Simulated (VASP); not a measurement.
## TePb (CsCl type): single point with PBE

Crystal: TePb (CsCl type).

```
CELL_PARAMETERS angstrom
3.42178 0.00000 0.00000
0.00000 3.42178 0.00000
0.00000 0.00000 3.42178
ATOMIC_POSITIONS crystal
Pb 0.00000 0.00000 0.00000
Te 0.50000 0.50000 0.50000
```

```json
{"Program": "VASP 6.6.1", "Task": "single point", "Functional": "PBE", "Potentials or basis": "VASP PAW PBE potentials, release 64 (Pb_d, Te)", "Cutoff": "520 eV", "k mesh": "13 × 13 × 13", "Occupations": "fermi-dirac, width 0.08 eV", "Spin": "no spin polarisation", "Dipole correction": "no", "Further INCAR settings": "ALGO = Normal; EDIFF = 1e-06; NBANDS = 17"}
```

```json
{
 "Pressure": "54.0 GPa",
 "Band gap on the k mesh": "zero (bands 10 and 11 overlap by 3.88 eV)"
}
```

Levels at points of the mesh, in eV from the Fermi level:
| k point | band 7 | band 8 | band 9 | band 10 | band 11 | band 12 | band 13 | band 14 |
| --- | --- | --- | --- | --- | --- | --- | --- | --- |
| (0.00, 0.00, 0.00) | -4.95 | -3.05 | -3.05 | -3.05 | 3.12 | 3.12 | 9.03 | 9.03 |

Wall time 21 s on 1 thread of Intel(R) Xeon(R) 6975P-C (Granite Rapids), with other jobs on the host, peak memory 0.2 GiB.

Caveat: the cell stands under pressure; spin-orbit coupling is left out, which moves the levels of the heavy elements.
